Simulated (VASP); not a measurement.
# Cd (Im-3m) in VASP: further runs

Runs on Cd. Level: LDA. Tasks: single point.

Program: VASP 6.6.1. These are calculated values, not measurements. Logs are shortened: lines on timing, memory, paths and dates and some standing lists are left out, and cuts for length are marked.

## (1) The cell of the first run

The structure is cubic, space group Im-3m (No. 229). The conventional cell has a = 3.364 Å, b = 3.364 Å, c = 3.364 Å, α = 90.00°, β = 90.00°, γ = 90.00°. Cd (site symmetry m-3m) has 14 Cd at 2.91 to 3.36 Å within 3.8 Å.

This isn't the form of Cd at room conditions, which is hcp.

## (2) Single point, LDA

INCAR

```
  PREC = Accurate
  ENCUT = 630
  EDIFF = 1E-6
  ISMEAR = 0
  SIGMA = 0.05
  LREAL = False
  LASPH = True
  NELM = 120
  ALGO = Normal
  ISIF = 2
  LWAVE = False
  LCHARG = False
  NBANDS = 16
  GGA_COMPAT = False
```

KPOINTS

```
Automatic mesh
0
Gamma
  19 19 19
```

POSCAR

```
Cd
1.0
   -1.6820428408      1.6820428408      1.6820428408
    1.6820428408     -1.6820428408      1.6820428408
    1.6820428408      1.6820428408     -1.6820428408
Cd
1
Direct
    0.0000000000      0.0000000000      0.0000000000
```

Potentials or basis: VASP PAW LDA potentials, release 64 (Cd_sv_GW).

Command:

```console
cat potpaw_LDA.64/Cd_sv_GW/POTCAR > POTCAR
mpirun -np 1 vasp_std > vasp.out
```

OUTCAR:

```text
PREC = Accurate
   ENCUT = 630
   EDIFF = 1E-6
   ISMEAR = 0
   LREAL = False
   LASPH = True
   NELM = 120
   ISIF = 2

 ion  position               nearest neighbor table
   1  0.000  0.000  0.000-

  LATTYP: Found a body centered cubic cell.
 ALAT       =     3.3640856816

  Lattice vectors:

 A1 = (  -1.6820428408,   1.6820428408,   1.6820428408)
 A2 = (   1.6820428408,  -1.6820428408,   1.6820428408)
 A3 = (   1.6820428408,   1.6820428408,  -1.6820428408)

Analysis of symmetry for initial positions (statically):
=====================================================================
 Subroutine PRICEL returns:
 Original cell was already a primitive cell.

 Routine SETGRP: Setting up the symmetry group for a
 body centered cubic supercell.

 Subroutine GETGRP returns: Found 48 space group operations
 (whereof 48 operations were pure point group operations)
 out of a pool of 48 trial point group operations.

The static configuration has the point symmetry O_h .

Analysis of symmetry for dynamics (positions and initial velocities):
=====================================================================
 Subroutine PRICEL returns:
 Original cell was already a primitive cell.

 Routine SETGRP: Setting up the symmetry group for a
 body centered cubic supercell.

 Subroutine GETGRP returns: Found 48 space group operations
 (whereof 48 operations were pure point group operations)
 out of a pool of 48 trial point group operations.

The dynamic configuration has the point symmetry O_h .

 Subroutine INISYM returns: Found 48 space group operations
 (whereof 48 operations are pure point group operations),
 and found     1 'primitive' translations

----------------------------------------------------------------------------------------

                                     Primitive cell

  volume of cell :      19.0358

  direct lattice vectors                    reciprocal lattice vectors
    -1.682042841  1.682042841  1.682042841     0.000000000  0.297257589  0.297257589
     1.682042841 -1.682042841  1.682042841     0.297257589  0.000000000  0.297257589
     1.682042841  1.682042841 -1.682042841     0.297257589  0.297257589  0.000000000

  length of vectors
     2.913383661  2.913383661  2.913383661     0.420385714  0.420385714  0.420385714

  position of ions in fractional coordinates (direct lattice)
     0.000000000  0.000000000  0.000000000

  ion indices of the primitive-cell ions
   primitive index   ion index
                 1           1

----------------------------------------------------------------------------------------

 KPOINTS: Automatic mesh

Automatic generation of k-mesh.
 Grid dimensions read from file:
 generate k-points for:   19   19   19

 Generating k-lattice:

  Cartesian coordinates                     Fractional coordinates (reciprocal lattice)
     0.000000000  0.015645136  0.015645136     0.052631579  0.000000000  0.000000000
     0.015645136  0.000000000  0.015645136     0.000000000  0.052631579  0.000000000
     0.015645136  0.015645136  0.000000000     0.000000000  0.000000000  0.052631579

  Length of vectors
     0.022125564  0.022125564  0.022125564

  Shift w.r.t. Gamma in fractional coordinates (k-lattice)
     0.000000000  0.000000000  0.000000000

 Subroutine IBZKPT returns following result:
 ===========================================

 Found    220 irreducible k-points:

 Following reciprocal coordinates:
            Coordinates               Weight
  0.000000  0.000000  0.000000      1.000000
  0.052632  0.000000  0.000000     12.000000
  0.105263  0.000000  0.000000     12.000000
  0.157895  0.000000  0.000000     12.000000
  0.210526  0.000000  0.000000     12.000000
  0.263158  0.000000  0.000000     12.000000
[... 16 lines left out ...]
  0.263158  0.105263  0.000000     48.000000
  0.315789  0.105263  0.000000     48.000000
 [... further k-points ...]
   k-points           NKPTS =    220   k-points in BZ     NKDIM =    220   number of bands    NBANDS=     16
   number of dos      NEDOS =    301   number of ions     NIONS =      1
   total plane-waves  NPLWV =  13824
   dimension x,y,z NGX =    24 NGY =   24 NGZ =   24
   dimension x,y,z NGXF=    48 NGYF=   48 NGZF=   48
   ions per type =               1
   NGX,Y,Z   is equivalent  to a cutoff of  13.70, 13.70, 13.70 a.u.
   NGXF,Y,Z  is equivalent  to a cutoff of  27.39, 27.39, 27.39 a.u.
 SYSTEM =  unknown system
   PREC   = accura    normal or accurate (medium, high low for compatibility)
   ISTART =      0    job   : 0-new  1-cont  2-samecut
   ICHARG =      2    charge: 1-file 2-atom 10-const
   ISPIN  =      1    spin polarized calculation?
   LNONCOLLINEAR =      F non collinear calculations
   LSORBIT =      F    spin-orbit coupling
   LASPH  =      T    aspherical Exc in radial PAW
   ENCUT  =  630.0 eV  46.30 Ry    6.80 a.u.   5.96  5.96  5.96*2*pi/ulx,y,z
   NELM   =    120;   NELMIN=  2; NELMDL= -5     # of ELM steps
   EDIFF  = 0.1E-05   stopping-criterion for ELM
   LREAL  =      F    real-space projection
   EDIFFG = 0.1E-04   stopping-criterion for IOM
   NSW    =      0    number of steps for IOM
   IBRION =     -1    ionic relax: 0-MD 1-quasi-New 2-CG
   NFREE  =      0    steps in history (QN), initial steepest desc. (CG)
   ISIF   =      2    stress and relaxation
   ISYM   =      2    0-nonsym 1-usesym 2-fastsym
   POTIM  = 0.5000    time-step for ionic-motion
   TEBEG  =    0.0;   TEEND  =   0.0 temperature during run
   PSTRESS=    0.0 pullay stress
   NELECT =      20.0000    total number of electrons
   NUPDOWN=      -1.0000    fix difference up-down
   EMIN   =  10.00;   EMAX   =-10.00  energy-range for DOS
   EFERMI =   0.00;   METHOD = LEGACY
   ISMEAR =     0;   SIGMA  =   0.05  broadening in eV -4-tet -1-fermi 0-gaus
   EFERMI_NEDOS =   21; number of points for ismear=-14 and -15
   IALGO  =     38    algorithm
   IMIX   =      4    mixing-type and parameters
     AMIX     =   0.40;   BMIX     =  1.00
     AMIX_MAG =   1.60;   BMIX_MAG =  1.00
  volume/ion in A,a.u.               =      19.04       128.46
  Fermi-wavevector in a.u.,A,eV,Ry     =   1.664285  3.145043 37.686037  2.769846
  Thomas-Fermi vector in A             =   2.750856
   LORBIT       =      0    0 simple, 1 ext, 2 COOP (PROOUT), +10 PAW based schemes
   GGA     = CA    functional components
   LHFCALC =     F    Hartree Fock is set to
   AEXX    =    0.0000 exact exchange contribution
   IVDW    =     0    specifies the selected vdW correction
   LEPSILON=     F    determine dielectric tensor
   LRPA    =     F    only Hartree local field effects (RPA)
 non-spin polarized calculation
 Gauss-broadening in eV      SIGMA  =   0.05
  energy-cutoff  :      630.00
  volume of cell :       19.04
 maximum number of plane-waves:       699
   NGX = 11   NGY = 11   NGZ = 11

 number of electron      19.9999998 magnetization

 Free energy of the ion-electron system (eV)
  ---------------------------------------------------
  ext. energy  EPLUGINS =         0.00000000
  ---------------------------------------------------
  free energy    TOTEN  =        -1.42848050 eV

  energy without entropy =       -1.42794856  energy(sigma->0) =       -1.42821453

 E-fermi :   7.8176     XC(G=0): -12.4127

 val. band max:        7.8107059695   @ k =   0.3684   0.1579   0.0526
 cond. band min:       7.8485027890   @ k =  -0.4211  -0.4211   0.1579
 fundamental gap:      0.0377968195
 Fermi energy:         7.8176381284

 k-point     1 :       0.0000    0.0000    0.0000
  band No.  band energies     occupation
      1     -95.0459      2.00000
      2     -56.3807      2.00000
      3     -56.3807      2.00000
      4     -56.3807      2.00000
      5      -2.3184      2.00000
      6      -2.0213      2.00000
[... 8 lines left out ...]
     15      25.8899      0.00000
     16      25.8899      0.00000

 k-point     2 :       0.0526    0.0000    0.0000
  band No.  band energies     occupation
      1     -95.0458      2.00000
      2     -56.3826      2.00000
      3     -56.3814      2.00000
      4     -56.3807      2.00000
      5      -2.2394      2.00000
      6      -2.0341      2.00000
[... 8 lines left out ...]
     15      25.3232      0.00000
     16      25.3285      0.00000

 k-point     3 :       0.1053    0.0000    0.0000
  band No.  band energies     occupation
      1     -95.0453      2.00000
      2     -56.3879      2.00000
      3     -56.3835      2.00000
      4     -56.3806      2.00000
      5      -2.1205      2.00000
      6      -2.0708      2.00000
[... 8 lines left out ...]
     15      24.2059      0.00000
     16      24.8336      0.00000

 k-point     4 :       0.1579    0.0000    0.0000
  band No.  band energies     occupation
      1     -95.0445      2.00000
      2     -56.3963      2.00000
      3     -56.3866      2.00000
      4     -56.3804      2.00000
      5      -2.1393      2.00000
      6      -2.1271      2.00000
[... 8 lines left out ...]
     15      23.8002      0.00000
     16      24.9927      0.00000

 k-point     5 :       0.2105    0.0000    0.0000
  band No.  band energies     occupation
      1     -95.0435      2.00000
      2     -56.4067      2.00000
      3     -56.3906      2.00000
      4     -56.3802      2.00000
      5      -2.2131      2.00000
      6      -2.1964      2.00000
[... 8 lines left out ...]
     15      23.5970      0.00000
     16      25.5921      0.00000

 k-point     6 :       0.2632    0.0000    0.0000
  band No.  band energies     occupation
      1     -95.0424      2.00000
      2     -56.4180      2.00000
      3     -56.3949      2.00000
      4     -56.3800      2.00000
      5      -2.3193      2.00000
      6      -2.2708      2.00000
[... 8 lines left out ...]
     15      23.5064      0.00000
     16      26.4651      0.00000
[... 267 lines left out ...]
 k-point    21 :       0.1579    0.1053    0.0000
  band No.  band energies     occupation
      1     -95.0431      2.00000
      2     -56.4104      2.00000
      3     -56.3899      2.00000
      4     -56.3827      2.00000
      5      -2.2218      2.00000
      6      -2.0934      2.00000
[... 8 lines left out ...]
     15      25.1880      0.00000
     16      25.8629      0.00000

 k-point    22 :       0.2105    0.1053    0.0000
  band No.  band energies     occupation
      1     -95.0421      2.00000
      2     -56.4203      2.00000
      3     -56.3946      2.00000
      4     -56.3827      2.00000
      5      -2.2984      2.00000
      6      -2.1808      2.00000
[... 8 lines left out ...]
     15      25.7825      0.00000
     16      25.8447      0.00000

 k-point    23 :       0.2632    0.1053    0.0000
  band No.  band energies     occupation
      1     -95.0411      2.00000
      2     -56.4296      2.00000
      3     -56.3994      2.00000
      4     -56.3827      2.00000
      5      -2.3852      2.00000
      6      -2.2717      2.00000
[... 8 lines left out ...]
     15      25.7287      0.00000
     16      26.5005      0.00000

 k-point    24 :       0.3158    0.1053    0.0000
  band No.  band energies     occupation
      1     -95.0402      2.00000
      2     -56.4378      2.00000
      3     -56.4036      2.00000
      4     -56.3826      2.00000
      5      -2.4751      2.00000
      6      -2.3430      2.00000
[... 8 lines left out ...]
     15      25.6360      0.00000
     16      27.1880      0.00000

 [... further k-points ...]
[... 5 lines left out ...]
  --------------------------------------------------------------------------------------
  -------------------------------------------------------------------------------------
  Total        0.5847314      0.5847314      0.5847314      0.0000000      0.0000000     -0.0000000
  in kB       49.2148142     49.2148142     49.2148142      0.0000000      0.0000000     -0.0000000
  external PRESSURE =      49.2148142 kB  Pullay stress =       0.0000000 kB

 VOLUME and BASIS-vectors are now :
 -----------------------------------------------------------------------------
  energy-cutoff  :      630.00
  volume of cell :       19.04
      direct lattice vectors                 reciprocal lattice vectors
    -1.682042841  1.682042841  1.682042841     0.000000000  0.297257589  0.297257589
     1.682042841 -1.682042841  1.682042841     0.297257589  0.000000000  0.297257589
     1.682042841  1.682042841 -1.682042841     0.297257589  0.297257589  0.000000000

 POSITION                                       TOTAL-FORCE (eV/Angst)
 -----------------------------------------------------------------------------------
      0.00000      0.00000      0.00000         0.000000      0.000000     -0.000000
 -----------------------------------------------------------------------------------
    total drift:                               -0.000000      0.000000      0.000000

  FREE ENERGIE OF THE ION-ELECTRON SYSTEM (eV)
  ---------------------------------------------------
  free  energy   TOTEN  =        -1.4284804988 eV

  energy  without entropy=       -1.4279485577  energy(sigma->0) =       -1.42821453
```

Run time: 35 s. Hardware: 1 thread of AMD EPYC 9R45 (Zen 5), shared host; peak memory 0.18 GiB.

Results:

- Free energy: -1.4285 eV
- Pressure: 4.9 GPa
- Band gap on the k mesh: zero (bands 10 and 11 overlap by 3.68 eV)

Caveat: the cell stands under pressure.

## (3) Single point, LDA

This run uses another cell than the first one, of 16.89 Å³/atom.

INCAR

```
SYSTEM = Cd
ALGO = Normal
EDIFF = 1E-6
ENCUT = 630
GGA = CA
GGA_COMPAT = .False.
ISIF = 2
ISMEAR = 0
LASPH = .True.
LCHARG = .False.
LREAL = .False.
LWAVE = .False.
NBANDS = 16
NELM = 120
PREC = Accurate
SIGMA = 0.05
```

KPOINTS

```
k-points
0
Gamma
  19 19 19
  0 0 0
```

POSCAR

```
Cd
1.0
   -1.6161658193      1.6161658193      1.6161658193
    1.6161658193     -1.6161658193      1.6161658193
    1.6161658193      1.6161658193     -1.6161658193
Cd
1
Direct
    0.0000000000      0.0000000000      0.0000000000
```

Potentials or basis: VASP PAW LDA potentials, release 64 (Cd_sv_GW).

Command:

```console
cat potpaw_LDA.64/Cd_sv_GW/POTCAR > POTCAR
mpirun -np 1 vasp_std > vasp.out
```

OUTCAR:

```text
SYSTEM = Cd
   EDIFF = 1E-6
   ENCUT = 630
   GGA = CA
   ISIF = 2
   ISMEAR = 0
   LASPH = .True.
   LREAL = .False.
   NELM = 120
   PREC = Accurate

 ion  position               nearest neighbor table
   1  0.000  0.000  0.000-

  LATTYP: Found a body centered cubic cell.
 ALAT       =     3.2323316386

  Lattice vectors:

 A1 = (  -1.6161658193,   1.6161658193,   1.6161658193)
 A2 = (   1.6161658193,  -1.6161658193,   1.6161658193)
[... 185 lines left out ...]
      3     -55.1159      2.00000
      4     -55.1159      2.00000
      5      -1.7880      2.00000
      6      -0.9265      2.00000
[... 433 lines left out ...]
      3     -55.1534      2.00000
      4     -55.1193      2.00000
      5      -1.5627      2.00000
      6      -1.3537      2.00000
[... 8 lines left out ...]
     15      28.6011      0.00000
     16      29.9246      0.00000

 [... further k-points ...]
[... 5 lines left out ...]
  --------------------------------------------------------------------------------------
  -------------------------------------------------------------------------------------
  Total        2.1208934      2.1208934      2.1208934     -0.0000000      0.0000000     -0.0000000
  in kB      201.2387796    201.2387796    201.2387796     -0.0000000      0.0000000     -0.0000000
  external PRESSURE =     201.2387796 kB  Pullay stress =       0.0000000 kB

 VOLUME and BASIS-vectors are now :
 -----------------------------------------------------------------------------
  energy-cutoff  :      630.00
  volume of cell :       16.89
      direct lattice vectors                 reciprocal lattice vectors
    -1.616165819  1.616165819  1.616165819     0.000000000  0.309374195  0.309374195
     1.616165819 -1.616165819  1.616165819     0.309374195  0.000000000  0.309374195
     1.616165819  1.616165819 -1.616165819     0.309374195  0.309374195  0.000000000

 POSITION                                       TOTAL-FORCE (eV/Angst)
 -----------------------------------------------------------------------------------
      0.00000      0.00000      0.00000        -0.000000      0.000000      0.000000
 -----------------------------------------------------------------------------------
    total drift:                                0.000000      0.000000      0.000000

  FREE ENERGIE OF THE ION-ELECTRON SYSTEM (eV)
  ---------------------------------------------------
  free  energy   TOTEN  =        -1.2667374734 eV

  energy  without entropy=       -1.2662376493  energy(sigma->0) =       -1.26648756
```

stdout:

```text
POSCAR found type information on POSCAR Cd
 POSCAR found :  1 types and       1 ions
 scaLAPACK will be used
 LDA part: xc-table for (Slater(with rela. corr.)+CA(PZ))
 , standard interpolation
 POSCAR, INCAR and KPOINTS ok, starting setup
 FFT: planning ... GRIDC
 FFT: planning ... GRID_SOFT
 FFT: planning ... GRID
 WAVECAR not read
 entering main loop
```

Wall time 54 s (1 thread of Intel Xeon Platinum 8259CL at 2.50GHz (Skylake/Cascade Lake), shared host); peak memory 0.21 GiB.

What came out:

* Free energy: -1.2667 eV
* Pressure: 20.1 GPa
* Band gap on the k mesh: zero (bands 10 and 11 overlap by 3.51 eV)

Caveat: the cell stands under pressure.

The gap in the log of VASP goes by the Fermi energy; the results here count the filled bands.